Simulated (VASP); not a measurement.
# F (C2/m) in VASP: a series of runs, part 2 of 3

VASP 6.6.1. The steps go on from the part before.

## 3. Single point, PBEsol

Contents of INCAR:

```
ALGO = Normal
EDIFF = 1E-6
ENCUT = 520
GGA = PS
ISIF = 2
ISMEAR = 0
LASPH = T
LCHARG = F
LREAL = F
LWAVE = F
NBANDS = 22
NELM = 100
PREC = Accurate
SIGMA = 0.05
```

Contents of KPOINTS:

```
k-points
0
Gamma
  4 4 2
```

Contents of POSCAR:

```
F
1.0
    3.1849756493     -1.8305146634     -0.2456527984
    3.1849756493      1.8305146634     -0.2456527984
   -2.3948583866      0.0000000000      7.3307098205
F
4
Direct
    0.0848459664      0.0848459664      0.1099880702
    0.9151540336      0.9151540336      0.8900119298
    0.5015719855      0.5015719855      0.5937195244
    0.4984280145      0.4984280145      0.4062804756
```

Potentials or basis: VASP PAW PBE potentials, release 64 (F).

Run with:

```bash
> cat potpaw_PBE.64/F/POTCAR > POTCAR
> mpirun -np 1 vasp_std > vasp.out
```

OUTCAR:

```text
EDIFF = 1E-6
   ENCUT = 520
   GGA = PS
   ISIF = 2
   ISMEAR = 0
   LASPH = T
   LREAL = F
   NELM = 100
   PREC = Accurate

 ion  position               nearest neighbor table
   1  0.085  0.085  0.110-   2 1.63
   2  0.915  0.915  0.890-   1 1.63
   3  0.502  0.502  0.594-   4 1.44
   4  0.498  0.498  0.406-   3 1.44

  LATTYP: Found a base centered monoclinic cell.
 ALAT       =     6.3888700672
 B/A-ratio  =     0.5730323654
 C/A-ratio  =     1.2070962569
 COS(beta)  =    -0.3827161857

  Lattice vectors:

 A1 = (   3.1849756493,  -1.8305146634,  -0.2456527984)
 A2 = (   3.1849756493,   1.8305146634,  -0.2456527984)
 A3 = (  -2.3948583866,   0.0000000000,   7.3307098205)

Analysis of symmetry for initial positions (statically):
=====================================================================
 Subroutine PRICEL returns:
 Original cell was already a primitive cell.

 Routine SETGRP: Setting up the symmetry group for a
 base centered monoclinic supercell.

 Subroutine GETGRP returns: Found  4 space group operations
 (whereof  4 operations were pure point group operations)
 out of a pool of  4 trial point group operations.

The static configuration has the point symmetry C_2h.

Analysis of symmetry for dynamics (positions and initial velocities):
=====================================================================
 Subroutine PRICEL returns:
 Original cell was already a primitive cell.

 Routine SETGRP: Setting up the symmetry group for a
 base centered monoclinic supercell.

 Subroutine GETGRP returns: Found  4 space group operations
 (whereof  4 operations were pure point group operations)
 out of a pool of  4 trial point group operations.

The dynamic configuration has the point symmetry C_2h.

 Subroutine INISYM returns: Found  4 space group operations
 (whereof  4 operations are pure point group operations),
 and found     1 'primitive' translations

----------------------------------------------------------------------------------------

                                     Primitive cell

  volume of cell :      83.3244

  direct lattice vectors                    reciprocal lattice vectors
     3.184975649 -1.830514663 -0.245652798     0.161044926 -0.273147225  0.052611521
     3.184975649  1.830514663 -0.245652798     0.161044926  0.273147225  0.052611521
    -2.394858387  0.000000000  7.330709821     0.010793262  0.000000000  0.139938472

  length of vectors
     3.681738600  3.681738600  7.711981144     0.321423158  0.321423158  0.140354090

  position of ions in fractional coordinates (direct lattice)
     0.084845966  0.084845966  0.109988070
     0.915154034  0.915154034  0.890011930
     0.501571985  0.501571985  0.593719524
     0.498428014  0.498428014  0.406280476

  ion indices of the primitive-cell ions
   primitive index   ion index
                 1           1
                 2           2
                 3           3
                 4           4

[... 24 lines left out ...]
 Found     14 irreducible k-points:

 Following reciprocal coordinates:
            Coordinates               Weight
  0.000000  0.000000  0.000000      1.000000
  0.250000  0.000000  0.000000      4.000000
  0.500000  0.000000  0.000000      2.000000
  0.250000  0.250000  0.000000      2.000000
  0.500000  0.250000  0.000000      4.000000
 -0.250000  0.250000  0.000000      2.000000
  0.500000  0.500000  0.000000      1.000000
 -0.000000 -0.000000  0.500000      1.000000
  0.250000 -0.000000  0.500000      4.000000
  0.500000  0.000000  0.500000      2.000000
  0.250000  0.250000  0.500000      2.000000
  0.500000  0.250000  0.500000      4.000000
 -0.250000  0.250000  0.500000      2.000000
  0.500000  0.500000  0.500000      1.000000
   k-points           NKPTS =     14   k-points in BZ     NKDIM =     14   number of bands    NBANDS=     22
   number of dos      NEDOS =    301   number of ions     NIONS =      4
   total plane-waves  NPLWV =  47040
   dimension x,y,z NGX =    28 NGY =   28 NGZ =   60
   dimension x,y,z NGXF=    56 NGYF=   56 NGZF=  120
   ions per type =               4
   NGX,Y,Z   is equivalent  to a cutoff of  12.64, 12.64, 12.93 a.u.
   NGXF,Y,Z  is equivalent  to a cutoff of  25.29, 25.29, 25.87 a.u.
 SYSTEM =  unknown system
   PREC   = accura    normal or accurate (medium, high low for compatibility)
   ISTART =      0    job   : 0-new  1-cont  2-samecut
   ICHARG =      2    charge: 1-file 2-atom 10-const
   ISPIN  =      1    spin polarized calculation?
   LNONCOLLINEAR =      F non collinear calculations
   LSORBIT =      F    spin-orbit coupling
   LASPH  =      T    aspherical Exc in radial PAW
   ENCUT  =  520.0 eV  38.22 Ry    6.18 a.u.   6.85  6.85 14.34*2*pi/ulx,y,z
   NELM   =    100;   NELMIN=  2; NELMDL= -5     # of ELM steps
   EDIFF  = 0.1E-05   stopping-criterion for ELM
   LREAL  =      F    real-space projection
   EDIFFG = 0.1E-04   stopping-criterion for IOM
   NSW    =      0    number of steps for IOM
   IBRION =     -1    ionic relax: 0-MD 1-quasi-New 2-CG
   NFREE  =      0    steps in history (QN), initial steepest desc. (CG)
   ISIF   =      2    stress and relaxation
   ISYM   =      2    0-nonsym 1-usesym 2-fastsym
   POTIM  = 0.5000    time-step for ionic-motion
   TEBEG  =    0.0;   TEEND  =   0.0 temperature during run
   PSTRESS=    0.0 pullay stress
   NELECT =      28.0000    total number of electrons
   NUPDOWN=      -1.0000    fix difference up-down
   EMIN   =  10.00;   EMAX   =-10.00  energy-range for DOS
   EFERMI =   0.00;   METHOD = LEGACY
   ISMEAR =     0;   SIGMA  =   0.05  broadening in eV -4-tet -1-fermi 0-gaus
   EFERMI_NEDOS =   21; number of points for ismear=-14 and -15
   IALGO  =     38    algorithm
   IMIX   =      4    mixing-type and parameters
     AMIX     =   0.40;   BMIX     =  1.00
     AMIX_MAG =   1.60;   BMIX_MAG =  1.00
  volume/ion in A,a.u.               =      20.83       140.58
  Fermi-wavevector in a.u.,A,eV,Ry     =   1.138160  2.150811 17.625108  1.295409
  Thomas-Fermi vector in A             =   2.274865
   LORBIT       =      0    0 simple, 1 ext, 2 COOP (PROOUT), +10 PAW based schemes
   GGA     = PS    functional components
   LHFCALC =     F    Hartree Fock is set to
   AEXX    =    0.0000 exact exchange contribution
   IVDW    =     0    specifies the selected vdW correction
   LEPSILON=     F    determine dielectric tensor
   LRPA    =     F    only Hartree local field effects (RPA)
 non-spin polarized calculation
 Gauss-broadening in eV      SIGMA  =   0.05
  energy-cutoff  :      520.00
  volume of cell :       83.32
 maximum number of plane-waves:      2272
   NGX = 13   NGY = 13   NGZ = 29

 number of electron      28.0000000 magnetization

 Free energy of the ion-electron system (eV)
  ---------------------------------------------------
  ext. energy  EPLUGINS =         0.00000000
  ---------------------------------------------------
  free energy    TOTEN  =        -7.25473664 eV

  energy without entropy =       -7.25473664  energy(sigma->0) =       -7.25473664

 E-fermi :  -6.2478     XC(G=0):  -6.5070

 val. band max:       -6.5225936785   @ k =   0.5000   0.5000   0.0000
 cond. band min:      -5.2445085826   @ k =   0.0000   0.0000   0.0000
 fundamental gap:      1.2780850958
 Fermi energy:        -6.2478490543

 k-point     1 :       0.0000    0.0000    0.0000
  band No.  band energies     occupation
      1     -30.9194      2.00000
      2     -28.6369      2.00000
      3     -25.3592      2.00000
      4     -24.9261      2.00000
      5     -12.6139      2.00000
      6     -11.2373      2.00000
[... 339 lines left out ...]
     21       8.5189      0.00000
     22       8.5998      0.00000

------------------------ aborting loop because EDIFF is reached ----------------------------------------

  FORCE on cell =-STRESS in cart. coord.  units (eV):
  Direction    XX          YY          ZZ          XY          YZ          ZX
  --------------------------------------------------------------------------------------
  -------------------------------------------------------------------------------------
  Total       -1.2890745     -0.2876635     -7.3245782      0.0000000      0.0000000     -1.7468836
  in kB      -24.7865678     -5.5312479   -140.8383750      0.0000000      0.0000000    -33.5894092
  external PRESSURE =     -57.0520636 kB  Pullay stress =       0.0000000 kB

 VOLUME and BASIS-vectors are now :
 -----------------------------------------------------------------------------
  energy-cutoff  :      520.00
  volume of cell :       83.32
      direct lattice vectors                 reciprocal lattice vectors
     3.184975649 -1.830514663 -0.245652798     0.161044926 -0.273147225  0.052611521
     3.184975649  1.830514663 -0.245652798     0.161044926  0.273147225  0.052611521
    -2.394858387  0.000000000  7.330709821     0.010793262  0.000000000  0.139938472

 POSITION                                       TOTAL-FORCE (eV/Angst)
 -----------------------------------------------------------------------------------
      0.27706      0.00000      0.76461        -1.267477      0.000000     -3.646053
      3.69803      0.00000      6.07480         1.267477      0.000000      3.646053
      1.77311      0.00000      4.10596         0.340490      0.000000     -0.869898
      2.20198      0.00000      2.73344        -0.340490      0.000000      0.869898
 -----------------------------------------------------------------------------------
    total drift:                               -0.000000      0.000000      0.000000

  FREE ENERGIE OF THE ION-ELECTRON SYSTEM (eV)
  ---------------------------------------------------
  free  energy   TOTEN  =        -7.2547366372 eV

  energy  without entropy=       -7.2547366372  energy(sigma->0) =       -7.25473664
```

OSZICAR:

```text
N       E                     dE             d eps       ncg     rms          rms(c)
DAV:   1     0.180650059729E+03    0.18065E+03   -0.14911E+04   624   0.113E+03
DAV:   2     0.113474864799E+01   -0.17952E+03   -0.17395E+03   834   0.278E+02
DAV:   3    -0.884206880282E+01   -0.99768E+01   -0.99156E+01   694   0.650E+01
DAV:   4    -0.890808255942E+01   -0.66014E-01   -0.66010E-01   664   0.605E+00
DAV:   5    -0.890850706546E+01   -0.42451E-03   -0.42450E-03   712   0.466E-01    0.110E+01
DAV:   6    -0.768572721222E+01    0.12228E+01   -0.39697E-01   652   0.596E+00    0.624E+00
DAV:   7    -0.725842628860E+01    0.42730E+00   -0.54270E-01   652   0.655E+00    0.587E-01
DAV:   8    -0.725508087671E+01    0.33454E-02   -0.67693E-02   688   0.187E+00    0.169E-01
DAV:   9    -0.725487672677E+01    0.20415E-03   -0.20189E-03   670   0.366E-01    0.646E-02
DAV:  10    -0.725479516977E+01    0.81557E-04   -0.37251E-04   712   0.142E-01    0.364E-02
DAV:  11    -0.725473159396E+01    0.63576E-04   -0.34431E-04   688   0.137E-01    0.138E-02
DAV:  12    -0.725473484006E+01   -0.32461E-05   -0.22314E-05   646   0.363E-02    0.885E-03
DAV:  13    -0.725473601908E+01   -0.11790E-05   -0.73986E-06   640   0.214E-02    0.384E-03
DAV:  14    -0.725473663717E+01   -0.61809E-06   -0.21087E-06   524   0.124E-02
   1 F= -.72547366E+01 E0= -.72547366E+01  d E =-.679913E-16
```

It took 11 s on 1 thread of Intel Xeon 6975P-C (Granite Rapids), shared host; peak memory 0.18 GiB.

What came out:

- Free energy: -7.2547 eV
- Pressure: -5.7 GPa
- Largest force: 3.860 eV/Å
- Band gap on the k mesh: 1.28 eV, indirect (least direct gap 1.34 eV)

Forces in eV/Å, atoms in the order of the input:
```
F   -1.267  0.000 -3.646
F    1.267  0.000  3.646
F    0.340  0.000 -0.870
F   -0.340  0.000  0.870
```

Stress tensor (GPa, compression positive):
```
 -2.48   0.00  -3.36
  0.00  -0.55   0.00
 -3.36   0.00 -14.08
```

Levels at points of the mesh, in eV from the valence-band top:
| k point | band 10 | band 11 | band 12 | band 13 | band 14 | band 15 | band 16 | band 17 | band 18 | band 19 |
| --- | --- | --- | --- | --- | --- | --- | --- | --- | --- | --- |
| (0.00, 0.00, 0.00) | -1.96 | -0.32 | -0.15 | -0.09 | -0.06 | 1.28 | 3.02 | 8.94 | 11.38 | 12.15 |
| (0.50, 0.00, 0.00) | -2.05 | -0.32 | -0.30 | -0.22 | -0.18 | 1.41 | 3.03 | 12.65 | 12.92 | 14.24 |
| (0.50, 0.50, 0.00) | -2.04 | -0.37 | -0.28 | -0.14 | 0.00 | 1.37 | 3.01 | 12.98 | 13.08 | 13.52 |
| (0.00, 0.00, 0.50) | -1.97 | -0.25 | -0.16 | -0.12 | -0.12 | 1.34 | 2.96 | 9.61 | 9.86 | 14.76 |
| (0.50, 0.00, 0.50) | -2.04 | -0.43 | -0.32 | -0.18 | -0.04 | 1.36 | 3.03 | 12.62 | 13.41 | 13.65 |
| (0.50, 0.50, 0.50) | -2.06 | -0.33 | -0.31 | -0.15 | -0.12 | 1.42 | 3.03 | 12.63 | 12.71 | 14.86 |

Caveat: the k points lie up to 0.50 Å⁻¹ apart; the PAW data sets were made with another functional, which shifts forces and pressure a little. A k mesh can miss the band edges.

(Continued in part 3 of 3.)
